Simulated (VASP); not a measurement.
# ZrAl3B3N (P4/mmm) in VASP: further runs

The runs below take ZrAl3B3N through single point, with PBE.

All numbers are computed with VASP 6.6.1; they aren't measurements. Logs are shortened: lines on timing, memory, paths and dates and some standing lists are left out, and cuts for length are marked.

### 1 The cell of the first run

Symmetry: P4/mmm, No. 123, tetragonal system. Conventional cell: a = 3.193 Å, b = 3.193 Å, c = 9.315 Å, α = 90.00°, β = 90.00°, γ = 90.00°. Within 3.0 Å of Zr (site symmetry 4/mmm) lie 4 N at 2.26 Å and 2 B at 2.40 Å. Al (site symmetry 4/mmm) has 6 B at 2.25 to 2.26 Å within 3.0 Å. Within 3.0 Å of Al (site symmetry 4mm) lie 5 B at 2.26 to 2.37 Å and 1 N at 2.29 Å. Within 3.0 Å of B (site symmetry 4/mmm) lie 6 Al at 2.26 to 2.37 Å. Within 3.0 Å of B (site symmetry 4mm) lie 5 Al at 2.25 to 2.26 Å and 1 Zr at 2.40 Å. Within 3.0 Å of N (site symmetry 4/mmm) lie 4 Zr at 2.26 Å and 2 Al at 2.29 Å.

### 2 Single point, PBE

INCAR

```
SYSTEM = ZrAl3B3N
PREC     = Accurate       ! precision mode
ENCUT    = 520            ! plane-wave cutoff, eV
EDIFF    = 1E-6           ! SCF threshold, eV
ISMEAR   = 0              ! smearing method
SIGMA    = 0.15           ! smearing width, eV
LREAL    = .False.        ! projectors in reciprocal space
LASPH    = .True.         ! aspherical terms in the spheres
NELM     = 80             ! most SCF steps
ALGO     = Normal         ! electronic algorithm
ISIF     = 2              ! what is computed and relaxed
LWAVE    = .False.        ! write WAVECAR
LCHARG   = .False.        ! write CHGCAR
GGA      = PE             ! functional
NBANDS   = 28             ! bands
```

KPOINTS

```
Automatic mesh
0
Gamma
  4 4 2
  0 0 0
```

POSCAR

```
ZrAl3B3N
1.0
    3.1927851735      0.0000000000      0.0000000000
    0.0000000000      3.1927851735      0.0000000000
    0.0000000000      0.0000000000      9.3152217169
Zr Al B N
1 3 3 1
Direct
    0.0000000000      0.0000000000      0.0000000000
    0.0000000000      0.0000000000      0.5000000000
    0.5000000000      0.5000000000      0.2454408951
    0.5000000000      0.5000000000      0.7545591049
    0.5000000000      0.5000000000      0.5000000000
    0.0000000000      0.0000000000      0.2580606796
    0.0000000000      0.0000000000      0.7419393204
    0.5000000000      0.5000000000      0.0000000000
```

Potentials or basis: VASP PAW PBE potentials, release 64 (Zr_sv, Al, B, N).

On the command line:

```sh
$ cat potpaw_PBE.64/Zr_sv/POTCAR potpaw_PBE.64/Al/POTCAR potpaw_PBE.64/B/POTCAR potpaw_PBE.64/N/POTCAR > POTCAR
$ mpirun -np 1 vasp_std > vasp.out
```

OUTCAR:

```text
SYSTEM = ZrAl3B3N
   PREC = Accurate
   ENCUT = 520
   EDIFF = 1E-6
   ISMEAR = 0
   LREAL = .False.
   LASPH = .True.
   NELM = 80
   ISIF = 2
   GGA = PE

 ion  position               nearest neighbor table
   1  0.000  0.000  0.000-   8 2.26   8 2.26   8 2.26   8 2.26   6 2.40   7 2.40   4 3.21   4 3.21
                             3 3.21   4 3.21   3 3.21   3 3.21   4 3.21   3 3.21
   2  0.000  0.000  0.500-   6 2.25   7 2.25   5 2.26   5 2.26   5 2.26   5 2.26   4 3.27   4 3.27
                             3 3.27   4 3.27   3 3.27   3 3.27   4 3.27   3 3.27
   3  0.500  0.500  0.245-   6 2.26   6 2.26   6 2.26   6 2.26   8 2.29   5 2.37   1 3.21   1 3.21
                             1 3.21   1 3.21   2 3.27   2 3.27   2 3.27   2 3.27
   4  0.500  0.500  0.755-   7 2.26   7 2.26   7 2.26   7 2.26   8 2.29   5 2.37   1 3.21   1 3.21
                             1 3.21   1 3.21   2 3.27   2 3.27   2 3.27   2 3.27
   5  0.500  0.500  0.500-   2 2.26   2 2.26   2 2.26   2 2.26   4 2.37   3 2.37
   6  0.000  0.000  0.258-   2 2.25   3 2.26   3 2.26   3 2.26   3 2.26   1 2.40
   7  0.000  0.000  0.742-   2 2.25   4 2.26   4 2.26   4 2.26   4 2.26   1 2.40
   8  0.500  0.500  0.000-   1 2.26   1 2.26   1 2.26   1 2.26   4 2.29   3 2.29

  LATTYP: Found a simple tetragonal cell.
 ALAT       =     3.1927851735
 C/A-ratio  =     2.9175848705

  Lattice vectors:

 A1 = (   3.1927851735,   0.0000000000,   0.0000000000)
 A2 = (   0.0000000000,   3.1927851735,   0.0000000000)
 A3 = (   0.0000000000,   0.0000000000,   9.3152217169)

Analysis of symmetry for initial positions (statically):
=====================================================================
 Subroutine PRICEL returns:
 Original cell was already a primitive cell.

 Routine SETGRP: Setting up the symmetry group for a
 simple tetragonal supercell.

 Subroutine GETGRP returns: Found 16 space group operations
 (whereof 16 operations were pure point group operations)
 out of a pool of 16 trial point group operations.

The static configuration has the point symmetry D_4h.

Analysis of symmetry for dynamics (positions and initial velocities):
=====================================================================
 Subroutine PRICEL returns:
 Original cell was already a primitive cell.

 Routine SETGRP: Setting up the symmetry group for a
 simple tetragonal supercell.

 Subroutine GETGRP returns: Found 16 space group operations
 (whereof 16 operations were pure point group operations)
 out of a pool of 16 trial point group operations.

The dynamic configuration has the point symmetry D_4h.

 Subroutine INISYM returns: Found 16 space group operations
 (whereof 16 operations are pure point group operations),
 and found     1 'primitive' translations

----------------------------------------------------------------------------------------

                                     Primitive cell

  volume of cell :      94.9582

  direct lattice vectors                    reciprocal lattice vectors
     3.192785173  0.000000000  0.000000000     0.313206165  0.000000000  0.000000000
     0.000000000  3.192785173  0.000000000     0.000000000  0.313206165  0.000000000
     0.000000000  0.000000000  9.315221717     0.000000000  0.000000000  0.107351175

  length of vectors
     3.192785173  3.192785173  9.315221717     0.313206165  0.313206165  0.107351175

  position of ions in fractional coordinates (direct lattice)
     0.000000000  0.000000000  0.000000000
     0.000000000  0.000000000  0.500000000
     0.500000000  0.500000000  0.245440895
     0.500000000  0.500000000  0.754559105
     0.500000000  0.500000000  0.500000000
     0.000000000  0.000000000  0.258060680
     0.000000000  0.000000000  0.741939320
     0.500000000  0.500000000  0.000000000

  ion indices of the primitive-cell ions
   primitive index   ion index
                 1           1
                 2           2
                 3           3
                 4           4
                 5           5
                 6           6
                 7           7
                 8           8

----------------------------------------------------------------------------------------

 KPOINTS: Automatic mesh

Automatic generation of k-mesh.
 Grid dimensions read from file:
 generate k-points for:    4    4    2

 Generating k-lattice:

  Cartesian coordinates                     Fractional coordinates (reciprocal lattice)
     0.078301541  0.000000000  0.000000000     0.250000000  0.000000000  0.000000000
     0.000000000  0.078301541  0.000000000     0.000000000  0.250000000  0.000000000
     0.000000000  0.000000000  0.053675588     0.000000000  0.000000000  0.500000000

  Length of vectors
     0.078301541  0.078301541  0.053675588

  Shift w.r.t. Gamma in fractional coordinates (k-lattice)
     0.000000000  0.000000000  0.000000000

 Subroutine IBZKPT returns following result:
 ===========================================

 Found     12 irreducible k-points:

 Following reciprocal coordinates:
            Coordinates               Weight
  0.000000  0.000000  0.000000      1.000000
  0.250000  0.000000  0.000000      4.000000
  0.500000  0.000000  0.000000      2.000000
  0.250000  0.250000  0.000000      4.000000
  0.500000  0.250000  0.000000      4.000000
  0.500000  0.500000  0.000000      1.000000
  0.000000  0.000000  0.500000      1.000000
  0.250000  0.000000  0.500000      4.000000
  0.500000  0.000000  0.500000      2.000000
  0.250000  0.250000  0.500000      4.000000
  0.500000  0.250000  0.500000      4.000000
  0.500000  0.500000  0.500000      1.000000
   k-points           NKPTS =     12   k-points in BZ     NKDIM =     12   number of bands    NBANDS=     28
   number of dos      NEDOS =    301   number of ions     NIONS =      8
   total plane-waves  NPLWV =  40320
   dimension x,y,z NGX =    24 NGY =   24 NGZ =   70
   dimension x,y,z NGXF=    48 NGYF=   48 NGZF=  140
   ions per type =               1   3   3   1
   NGX,Y,Z   is equivalent  to a cutoff of  12.50, 12.50, 12.49 a.u.
   NGXF,Y,Z  is equivalent  to a cutoff of  24.99, 24.99, 24.99 a.u.
 SYSTEM =  ZrAl3B3N
   PREC   = accura    normal or accurate (medium, high low for compatibility)
   ISTART =      0    job   : 0-new  1-cont  2-samecut
   ICHARG =      2    charge: 1-file 2-atom 10-const
   ISPIN  =      1    spin polarized calculation?
   LNONCOLLINEAR =      F non collinear calculations
   LSORBIT =      F    spin-orbit coupling
   LASPH  =      T    aspherical Exc in radial PAW
   ENCUT  =  520.0 eV  38.22 Ry    6.18 a.u.   5.94  5.94 17.32*2*pi/ulx,y,z
   NELM   =     80;   NELMIN=  2; NELMDL= -5     # of ELM steps
   EDIFF  = 0.1E-05   stopping-criterion for ELM
   LREAL  =      F    real-space projection
   EDIFFG = 0.1E-04   stopping-criterion for IOM
   NSW    =      0    number of steps for IOM
   IBRION =     -1    ionic relax: 0-MD 1-quasi-New 2-CG
   NFREE  =      0    steps in history (QN), initial steepest desc. (CG)
   ISIF   =      2    stress and relaxation
   ISYM   =      2    0-nonsym 1-usesym 2-fastsym
   POTIM  = 0.5000    time-step for ionic-motion
   TEBEG  =    0.0;   TEEND  =   0.0 temperature during run
   PSTRESS=    0.0 pullay stress
   NELECT =      35.0000    total number of electrons
   NUPDOWN=      -1.0000    fix difference up-down
   EMIN   =  10.00;   EMAX   =-10.00  energy-range for DOS
   EFERMI =   0.00;   METHOD = LEGACY
   ISMEAR =     0;   SIGMA  =   0.15  broadening in eV -4-tet -1-fermi 0-gaus
   EFERMI_NEDOS =   21; number of points for ismear=-14 and -15
   IALGO  =     38    algorithm
   IMIX   =      4    mixing-type and parameters
     AMIX     =   0.40;   BMIX     =  1.00
     AMIX_MAG =   1.60;   BMIX_MAG =  1.00
  volume/ion in A,a.u.               =      11.87        80.10
  Fermi-wavevector in a.u.,A,eV,Ry     =   1.173780  2.218122 18.745551  1.377759
  Thomas-Fermi vector in A             =   2.310187
   LORBIT       =      0    0 simple, 1 ext, 2 COOP (PROOUT), +10 PAW based schemes
   GGA     = PE    functional components
   LHFCALC =     F    Hartree Fock is set to
   AEXX    =    0.0000 exact exchange contribution
   IVDW    =     0    specifies the selected vdW correction
   LEPSILON=     F    determine dielectric tensor
   LRPA    =     F    only Hartree local field effects (RPA)
 non-spin polarized calculation
 Gauss-broadening in eV      SIGMA  =   0.15
  energy-cutoff  :      520.00
  volume of cell :       94.96
 maximum number of plane-waves:      2584
 NGX is ok and might be reduce to    24
   NGX = 11   NGY = 11   NGZ = 35

 number of electron      34.9999998 magnetization

 Free energy of the ion-electron system (eV)
  ---------------------------------------------------
  ext. energy  EPLUGINS =         0.00000000
  ---------------------------------------------------
  free energy    TOTEN  =       -47.93750511 eV

  energy without entropy =      -47.91029388  energy(sigma->0) =      -47.92389950

 E-fermi :   7.9562     XC(G=0): -11.2014

 val. band max:        7.9377124471   @ k =   0.2500   0.0000   0.5000
 cond. band min:       8.0016874292   @ k =   0.5000   0.0000   0.0000
 fundamental gap:      0.0639749821
 Fermi energy:         7.9562325387

 k-point     1 :       0.0000    0.0000    0.0000
  band No.  band energies     occupation
      1     -41.2169      2.00000
      2     -19.3058      2.00000
      3     -19.0639      2.00000
      4     -19.0639      2.00000
      5      -7.3245      2.00000
      6      -3.4144      2.00000
[... 20 lines left out ...]
     27      12.8725      0.00000
     28      13.4843      0.00000

 k-point     2 :       0.2500    0.0000    0.0000
  band No.  band energies     occupation
      1     -41.1887      2.00000
      2     -19.4394      2.00000
      3     -19.2677      2.00000
      4     -19.0166      2.00000
      5      -6.5854      2.00000
      6      -2.6125      2.00000
[... 302 lines left out ...]
 k-point    12 :       0.5000    0.5000    0.5000
  band No.  band energies     occupation
      1     -41.1067      2.00000
      2     -19.5816      2.00000
      3     -19.5816      2.00000
      4     -19.1657      2.00000
      5      -6.9734      2.00000
      6       2.4007      2.00000
[... 20 lines left out ...]
     27      13.2323      0.00000
     28      13.5727      0.00000

------------------------ aborting loop because EDIFF is reached ----------------------------------------

  FORCE on cell =-STRESS in cart. coord.  units (eV):
  Direction    XX          YY          ZZ          XY          YZ          ZX
  --------------------------------------------------------------------------------------
  -------------------------------------------------------------------------------------
  Total       -0.1389909     -0.1389909      0.1390108      0.0000000      0.0000000     -0.0000000
  in kB       -2.3451168     -2.3451168      2.3454520      0.0000000      0.0000000     -0.0000000
  external PRESSURE =      -0.7815938 kB  Pullay stress =       0.0000000 kB

 VOLUME and BASIS-vectors are now :
 -----------------------------------------------------------------------------
  energy-cutoff  :      520.00
  volume of cell :       94.96
      direct lattice vectors                 reciprocal lattice vectors
     3.192785173  0.000000000  0.000000000     0.313206165  0.000000000  0.000000000
     0.000000000  3.192785173  0.000000000     0.000000000  0.313206165  0.000000000
     0.000000000  0.000000000  9.315221717     0.000000000  0.000000000  0.107351175

 POSITION                                       TOTAL-FORCE (eV/Angst)
 -----------------------------------------------------------------------------------
      0.00000      0.00000      0.00000         0.000000      0.000000     -0.000000
      0.00000      0.00000      4.65761         0.000000      0.000000     -0.000000
      1.59639      1.59639      2.28634         0.000000      0.000000      0.027893
      1.59639      1.59639      7.02889        -0.000000     -0.000000     -0.027893
      1.59639      1.59639      4.65761         0.000000      0.000000     -0.000000
      0.00000      0.00000      2.40389         0.000000      0.000000      0.001332
      0.00000      0.00000      6.91133         0.000000      0.000000     -0.001332
      1.59639      1.59639      0.00000         0.000000      0.000000     -0.000000
 -----------------------------------------------------------------------------------
    total drift:                                0.000000     -0.000000     -0.000000

  FREE ENERGIE OF THE ION-ELECTRON SYSTEM (eV)
  ---------------------------------------------------
  free  energy   TOTEN  =       -47.9375051137 eV

  energy  without entropy=      -47.9102938830  energy(sigma->0) =      -47.92389950
```

Run time: 54 s. Hardware: 1 thread of Intel Xeon 8259CL, shared host; peak memory 0.2 GiB.

Results:

- Free energy: -47.9375 eV
- Pressure: -0.1 GPa
- Largest force: 0.028 eV/Å
- Band gap on the k mesh: zero (an odd number of electrons rules out a gap without spin polarisation)

Forces in eV/Å, atoms in the order of the input:
```
Zr   0.000  0.000  0.000
Al   0.000  0.000  0.000
Al   0.000  0.000  0.028
Al   0.000  0.000 -0.028
B    0.000  0.000  0.000
B    0.000  0.000  0.001
B    0.000  0.000 -0.001
N    0.000  0.000  0.000
```

Stress tensor (GPa, compression positive):
```
-0.23  0.00  0.00
 0.00 -0.23  0.00
 0.00  0.00  0.23
```

Levels at points of the mesh, in eV from the Fermi level:
| k point | band 15 | band 16 | band 17 | band 18 | band 19 | band 20 | band 21 | band 22 |
| --- | --- | --- | --- | --- | --- | --- | --- | --- |
| (0.00, 0.00, 0.00) | -0.19 | -0.19 | -0.16 | -0.16 | 2.17 | 2.17 | 2.56 | 2.95 |
| (0.50, 0.00, 0.00) | -1.30 | 0.05 | 0.49 | 0.96 | 1.81 | 1.89 | 3.42 | 3.80 |
| (0.50, 0.50, 0.00) | -3.35 | -2.37 | -1.60 | -1.47 | -1.47 | 0.42 | 0.42 | 0.43 |
| (0.00, 0.00, 0.50) | -0.60 | 0.62 | 0.81 | 0.81 | 1.17 | 1.17 | 1.75 | 3.02 |
| (0.50, 0.00, 0.50) | -2.24 | -0.55 | 0.92 | 1.16 | 1.89 | 1.92 | 3.02 | 3.78 |
| (0.50, 0.50, 0.50) | -2.82 | -2.45 | -2.45 | -2.05 | -1.23 | -1.01 | 1.30 | 1.30 |

Caveat: the k points lie up to 0.49 Å⁻¹ apart, too coarse for converged energies and pressures of a metal.

(Part 1 of 2 ends here.)
